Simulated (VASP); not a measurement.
Set up this calculation in VASP 6.6.1, as the native input.

```
Task                   : single point
Functional             : PBEsol
Potentials or basis    : VASP PAW PBE potentials, release 64 (Hf_pv, O)
Cutoff                 : 520 eV
k mesh                 : 4 × 4 × 4
Occupations            : gaussian, width 0.02 eV
Spin                   : no spin polarisation
Dipole correction      : no
Further INCAR settings : ALGO = Normal; EDIFF = 1e-06; NBANDS = 56
```

The structure of HfO2 lies in POSCAR:

```
HfO2
1.0
    5.0956762395      0.0000000000     -0.0019234373
    0.0000000000      5.1770571806      0.0000000000
   -0.8783916959      0.0000000000      5.1968913486
Hf O
4 8
Direct
    0.2771467369      0.4570458332      0.7081795841
    0.7228532631      0.9570458332      0.7918204159
    0.7228532631      0.5429541668      0.2918204159
    0.2771467369      0.0429541668      0.2081795841
    0.4471346452      0.7418166541      0.9799930223
    0.5528653548      0.2418166541      0.5200069777
    0.5528653548      0.2581833459      0.0200069777
    0.4471346452      0.7581833459      0.4799930223
    0.0712348773      0.3373418005      0.3408778816
    0.9287651227      0.8373418005      0.1591221184
    0.9287651227      0.6626581995      0.6591221184
    0.0712348773      0.1626581995      0.8408778816
```

One way to write it, as run:

INCAR

```
PREC = Accurate
ENCUT = 520
EDIFF = 1E-6
ISMEAR = 0
SIGMA = 0.02
LREAL = False
LASPH = True
NELM = 60
ALGO = Normal
ISIF = 2
LWAVE = False
LCHARG = False
GGA = PS
NBANDS = 56
```

KPOINTS

```
regular mesh
0
Gamma
  4 4 4
```

Potentials or basis: VASP PAW PBE potentials, release 64 (Hf_pv, O).

The run is started by

```console
$ cat potpaw_PBE.64/Hf_pv/POTCAR potpaw_PBE.64/O/POTCAR > POTCAR
$ mpirun -np 1 vasp_std > vasp.out
```

Results of the run:

- Pressure: -3.0 GPa
- Largest force: 0.073 eV/Å
- Band gap on the k mesh: 3.93 eV, indirect (least direct gap 4.03 eV)

Caveat: the PAW data sets were made with another functional, which shifts forces and pressure a little; spin-orbit coupling is left out, which moves the levels of the heavy elements.

Wall time 3.4 min on 1 thread of Intel Xeon 6975P-C, with other jobs on the host, peak memory 0.34 GiB.
